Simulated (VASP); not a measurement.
# LiCl (P1) in VASP: further runs

The runs below take LiCl through single point, with PBE.

All numbers are computed with VASP 6.6.1; they aren't measurements. Logs are shortened: lines on timing, memory, paths and dates and some standing lists are left out, and cuts for length are marked.

### Step 1. The cell of the first run

The typed cell holds 8 atoms: a = 7.254 Å, b = 7.254 Å, c = 3.627 Å, α = 60.00°, β = 60.00°, γ = 60.00°.

### Step 2. Single point, PBE

INCAR reads:

```
ALGO = Normal ; EDIFF = 1E-6
ENCUT = 650 ; GGA = PE
GGA_COMPAT = False ; ISIF = 2
ISMEAR = 0 ; LASPH = True
LCHARG = False ; LREAL = False
LWAVE = False ; NBANDS = 30
NELM = 120 ; PREC = Accurate
SIGMA = 0.01
```

KPOINTS reads:

```
k-points
0
Gamma
  1 1 2
```

POSCAR reads:

```
LiCl
1.0
    0.0000000000      5.1295400000      5.1295400000
    5.1295400000      0.0000000000      5.1295400000
    2.5647700000      2.5647700000      0.0000000000
Li Cl
4 4
Direct
   -0.0116913018      0.0050018130     -0.0049294869
    0.0036382405      0.5001164822     -0.0313967724
    0.5008389641      0.0005278251      0.0157723695
    0.5043671557      0.4860982661      0.0224489915
    0.2557665015      0.2457679441      0.4975118627
    0.2447947574      0.7545617151      0.4977497008
    0.7475187834      0.2512315919      0.4976779594
    0.7524774151      0.7500549757      0.5066894887
```

Potentials or basis: VASP PAW PBE potentials, release 64 (Li_sv, Cl).

Launch:

```
> cat potpaw_PBE.64/Li_sv/POTCAR potpaw_PBE.64/Cl/POTCAR > POTCAR
> mpirun -np 1 vasp_std > vasp.out
```

OUTCAR:

```text
EDIFF = 1E-6
   ENCUT = 650
   GGA = PE
   ISIF = 2
   ISMEAR = 0
   LASPH = True
   LREAL = False
   NELM = 120
   PREC = Accurate

 ion  position               nearest neighbor table
   1  0.988  0.005  0.995-   7 2.51   8 2.52   7 2.55   6 2.56   6 2.61   5 2.61
   2  0.004  0.500  0.969-   8 2.47   5 2.51   6 2.54   7 2.59
   3  0.501  0.001  0.016-   5 2.49   8 2.55   7 2.55   6 2.58   5 2.59   8 2.59
   4  0.504  0.486  0.022-   7 2.47   5 2.51   7 2.55   6 2.60   8 2.63
   5  0.256  0.246  0.498-   3 2.49   4 2.51   2 2.51   3 2.59   1 2.61
   6  0.245  0.755  0.498-   2 2.54   1 2.56   3 2.58   4 2.60   1 2.61
   7  0.748  0.251  0.498-   4 2.47   1 2.51   3 2.55   1 2.55   4 2.55   2 2.59
   8  0.752  0.750  0.507-   2 2.47   1 2.52   3 2.55   3 2.59   4 2.63

  LATTYP: Found a base centered orthorhombic cell.
 ALAT       =     7.2542650367
 B/A-ratio  =     1.4142135624
 C/A-ratio  =     0.5000000000

  Lattice vectors:

 A1 = (  -2.5647700000,   2.5647700000,  -5.1295400000)
 A2 = (  -2.5647700000,   2.5647700000,   5.1295400000)
 A3 = (   2.5647700000,   2.5647700000,   0.0000000000)

Analysis of symmetry for initial positions (statically):
=====================================================================
 Subroutine PRICEL returns:
 Original cell was already a primitive cell.

 Routine SETGRP: Setting up the symmetry group for a
 base centered orthorhombic supercell.

 Subroutine GETGRP returns: Found  1 space group operations
 (whereof  1 operations were pure point group operations)
 out of a pool of  8 trial point group operations.

The static configuration has the point symmetry C_1 .

Analysis of symmetry for dynamics (positions and initial velocities):
=====================================================================
 Subroutine PRICEL returns:
 Original cell was already a primitive cell.

 Routine SETGRP: Setting up the symmetry group for a
 base centered orthorhombic supercell.

 Subroutine GETGRP returns: Found  1 space group operations
 (whereof  1 operations were pure point group operations)
 out of a pool of  8 trial point group operations.

The dynamic configuration has the point symmetry C_1 .

 Subroutine INISYM returns: Found  1 space group operations
 (whereof  1 operations are pure point group operations),
 and found     1 'primitive' translations

----------------------------------------------------------------------------------------

                                     Primitive cell

  volume of cell :     134.9694

  direct lattice vectors                    reciprocal lattice vectors
     0.000000000  5.129540000  5.129540000    -0.097474627  0.097474627  0.097474627
     5.129540000  0.000000000  5.129540000     0.097474627 -0.097474627  0.097474627
     2.564770000  2.564770000  0.000000000     0.194949255  0.194949255 -0.194949255

  length of vectors
     7.254265037  7.254265037  3.627132518     0.168831007  0.168831007  0.337662014

  position of ions in fractional coordinates (direct lattice)
     0.988308698  0.005001813  0.995070513
     0.003638241  0.500116482  0.968603228
     0.500838964  0.000527825  0.015772369
     0.504367156  0.486098266  0.022448991
     0.255766501  0.245767944  0.497511863
     0.244794757  0.754561715  0.497749701
     0.747518783  0.251231592  0.497677959
     0.752477415  0.750054976  0.506689489

  ion indices of the primitive-cell ions
   primitive index   ion index
                 1           1
                 2           2
                 3           3
                 4           4
                 5           5
                 6           6
                 7           7
                 8           8

----------------------------------------------------------------------------------------

 KPOINTS: k-points

Automatic generation of k-mesh.
 Grid dimensions read from file:
 generate k-points for:    1    1    2

 Generating k-lattice:

  Cartesian coordinates                     Fractional coordinates (reciprocal lattice)
    -0.097474627  0.097474627  0.097474627     1.000000000  0.000000000  0.000000000
     0.097474627 -0.097474627  0.097474627     0.000000000  1.000000000  0.000000000
     0.097474627  0.097474627 -0.097474627     0.000000000  0.000000000  0.500000000

  Length of vectors
     0.168831007  0.168831007  0.168831007

  Shift w.r.t. Gamma in fractional coordinates (k-lattice)
     0.000000000  0.000000000  0.000000000

 Subroutine IBZKPT returns following result:
 ===========================================

 Found      2 irreducible k-points:

 Following reciprocal coordinates:
            Coordinates               Weight
  0.000000  0.000000  0.000000      1.000000
  0.000000  0.000000  0.500000      1.000000
   k-points           NKPTS =      2   k-points in BZ     NKDIM =      2   number of bands    NBANDS=     30
   number of dos      NEDOS =    301   number of ions     NIONS =      8
   total plane-waves  NPLWV = 108000
   dimension x,y,z NGX =    60 NGY =   60 NGZ =   30
   dimension x,y,z NGXF=   120 NGYF=  120 NGZF=   60
   ions per type =               4   4
   NGX,Y,Z   is equivalent  to a cutoff of  13.75, 13.75, 13.75 a.u.
   NGXF,Y,Z  is equivalent  to a cutoff of  27.50, 27.50, 27.50 a.u.
 SYSTEM =  unknown system
   PREC   = accura    normal or accurate (medium, high low for compatibility)
   ISTART =      0    job   : 0-new  1-cont  2-samecut
   ICHARG =      2    charge: 1-file 2-atom 10-const
   ISPIN  =      1    spin polarized calculation?
   LNONCOLLINEAR =      F non collinear calculations
   LSORBIT =      F    spin-orbit coupling
   LASPH  =      T    aspherical Exc in radial PAW
   ENCUT  =  650.0 eV  47.77 Ry    6.91 a.u.  15.08 15.08  7.54*2*pi/ulx,y,z
   NELM   =    120;   NELMIN=  2; NELMDL= -5     # of ELM steps
   EDIFF  = 0.1E-05   stopping-criterion for ELM
   LREAL  =      F    real-space projection
   EDIFFG = 0.1E-04   stopping-criterion for IOM
   NSW    =      0    number of steps for IOM
   IBRION =     -1    ionic relax: 0-MD 1-quasi-New 2-CG
   NFREE  =      0    steps in history (QN), initial steepest desc. (CG)
   ISIF   =      2    stress and relaxation
   ISYM   =      2    0-nonsym 1-usesym 2-fastsym
   POTIM  = 0.5000    time-step for ionic-motion
   TEBEG  =    0.0;   TEEND  =   0.0 temperature during run
   PSTRESS=    0.0 pullay stress
   NELECT =      40.0000    total number of electrons
   NUPDOWN=      -1.0000    fix difference up-down
   EMIN   =  10.00;   EMAX   =-10.00  energy-range for DOS
   EFERMI =   0.00;   METHOD = LEGACY
   ISMEAR =     0;   SIGMA  =   0.01  broadening in eV -4-tet -1-fermi 0-gaus
   EFERMI_NEDOS =   21; number of points for ismear=-14 and -15
   IALGO  =     38    algorithm
   IMIX   =      4    mixing-type and parameters
     AMIX     =   0.40;   BMIX     =  1.00
     AMIX_MAG =   1.60;   BMIX_MAG =  1.00
  volume/ion in A,a.u.               =      16.87       113.85
  Fermi-wavevector in a.u.,A,eV,Ry     =   1.091482  2.062601 16.209056  1.191332
  Thomas-Fermi vector in A             =   2.227728
   LORBIT       =      0    0 simple, 1 ext, 2 COOP (PROOUT), +10 PAW based schemes
   GGA     = PE    functional components
   LHFCALC =     F    Hartree Fock is set to
   AEXX    =    0.0000 exact exchange contribution
   IVDW    =     0    specifies the selected vdW correction
   LEPSILON=     F    determine dielectric tensor
   LRPA    =     F    only Hartree local field effects (RPA)
 non-spin polarized calculation
 Gauss-broadening in eV      SIGMA  =   0.01
  energy-cutoff  :      650.00
  volume of cell :      134.97
 maximum number of plane-waves:      5052
   NGX = 31   NGY = 31   NGZ = 15

 number of electron      40.0000000 magnetization

 Free energy of the ion-electron system (eV)
  ---------------------------------------------------
  ext. energy  EPLUGINS =         0.00000000
  ---------------------------------------------------
  free energy    TOTEN  =       -27.37070031 eV

  energy without entropy =      -27.37070031  energy(sigma->0) =      -27.37070031

 E-fermi :   1.0006     XC(G=0):  -8.6295

 val. band max:        0.9182256881   @ k =   0.0000   0.0000   0.0000
 cond. band min:       7.0563504641   @ k =   0.0000   0.0000   0.0000
 fundamental gap:      6.1381247760
 Fermi energy:         1.0005961418

 k-point     1 :       0.0000    0.0000    0.0000
  band No.  band energies     occupation
      1     -43.1217      2.00000
      2     -43.1166      2.00000
      3     -43.0712      2.00000
      4     -43.0636      2.00000
      5     -12.5805      2.00000
      6     -12.0032      2.00000
[... 22 lines left out ...]
     29      10.2169      0.00000
     30      12.6235      0.00000

 k-point     2 :       0.0000    0.0000    0.5000
  band No.  band energies     occupation
      1     -43.1207      2.00000
      2     -43.1160      2.00000
      3     -43.0702      2.00000
      4     -43.0628      2.00000
      5     -12.0658      2.00000
      6     -11.9731      2.00000
[... 22 lines left out ...]
     29      10.1733      0.00000
     30      10.1974      0.00000

------------------------ aborting loop because EDIFF is reached ----------------------------------------

  FORCE on cell =-STRESS in cart. coord.  units (eV):
  Direction    XX          YY          ZZ          XY          YZ          ZX
  --------------------------------------------------------------------------------------
  -------------------------------------------------------------------------------------
  Total        4.8204042      4.9424211      4.8062070      0.0060243      0.0288635     -0.0097703
  in kB       57.2214388     58.6698621     57.0529087      0.0715122      0.3426286     -0.1159795
  external PRESSURE =      57.6480699 kB  Pullay stress =       0.0000000 kB

 VOLUME and BASIS-vectors are now :
 -----------------------------------------------------------------------------
  energy-cutoff  :      650.00
  volume of cell :      134.97
      direct lattice vectors                 reciprocal lattice vectors
     0.000000000  5.129540000  5.129540000    -0.097474627  0.097474627  0.097474627
     5.129540000  0.000000000  5.129540000     0.097474627 -0.097474627  0.097474627
     2.564770000  2.564770000  0.000000000     0.194949255  0.194949255 -0.194949255

 POSITION                                       TOTAL-FORCE (eV/Angst)
 -----------------------------------------------------------------------------------
      2.57778      7.62170      5.09523        -0.103087      0.150307     -0.000842
      5.04961      2.50291      2.58403         0.058065      0.024330      0.074086
      0.04316      2.60953      2.57178        -0.062327     -0.020529     -0.100570
      2.55104      2.64475      5.08063         0.095977     -0.144068      0.042748
      2.53668      2.58797      2.57264         0.026843     -0.027459      0.012776
      5.14717      2.53230      5.12624        -0.029378      0.010617     -0.027031
      2.56513      5.11086      5.12313         0.022008     -0.012548      0.046357
      5.14698      5.15940      7.70730        -0.008101      0.019350     -0.047524
 -----------------------------------------------------------------------------------
    total drift:                               -0.000033     -0.000078      0.000072

  FREE ENERGIE OF THE ION-ELECTRON SYSTEM (eV)
  ---------------------------------------------------
  free  energy   TOTEN  =       -27.3707003056 eV

  energy  without entropy=      -27.3707003056  energy(sigma->0) =      -27.37070031
```

Wall time 13 s (1 thread of AMD EPYC 7R13 (Zen 3), shared host); peak memory 0.26 GiB.

What came out:

| Property | Result |
| --- | --- |
| Free energy | -27.3707 eV |
| Pressure | 5.8 GPa |
| Largest force | 0.182 eV/Å |
| Band gap on the k mesh | 6.14 eV |

Forces in eV/Å, atoms in the order of the input:
```
Li  -0.103  0.150 -0.001
Li   0.058  0.024  0.074
Li  -0.062 -0.021 -0.101
Li   0.096 -0.144  0.043
Cl   0.027 -0.027  0.013
Cl  -0.029  0.011 -0.027
Cl   0.022 -0.013  0.046
Cl  -0.008  0.019 -0.048
```

Caveat: the k points lie up to 1.06 Å⁻¹ apart.

[end of part 1 of 2]
